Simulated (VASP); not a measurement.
Input of a VASP 6.6.1 run:

Contents of INCAR:

```
ALGO = Fast
EDIFF = 1E-6
ENCUT = 520
GGA = PS
ISIF = 2
ISMEAR = 0
LASPH = True
LCHARG = False
LREAL = False
LWAVE = False
NBANDS = 25
NELM = 80
PREC = Accurate
SIGMA = 0.15
```

File KPOINTS:

```
k-points
0
Gamma
  12 12 14
```

Contents of POSCAR:

```
Ti
1.0
    4.3795000000      0.0000000000      0.0000000000
   -2.1897500000      3.7927582559      0.0000000000
    0.0000000000      0.0000000000      2.9998000000
Ti
3
Direct
    0.0000000000      0.0000000000      0.0000000000
    0.3333333333      0.6666666667      0.5000000000
    0.6666666667      0.3333333333      0.5000000000
```

Potentials or basis: VASP PAW PBE potentials, release 64 (Ti_sv).

The run is started by

```sh
$ cat potpaw_PBE.64/Ti_sv/POTCAR > POTCAR
$ mpirun -np 1 vasp_std > vasp.out
```

Problem. Estimate the pressure.

Solution. -1.3 GPa.

Problem. Predict the band gap on the k mesh.

Solution. Zero (bands 18 and 19 overlap by 0.63 eV).

Stress tensor (GPa, compression positive):
```
  4.23   0.00   0.00
  0.00   4.23   0.00
  0.00   0.00 -12.33
```

Caveat: the PAW data sets were made with another functional, which shifts forces and pressure a little.
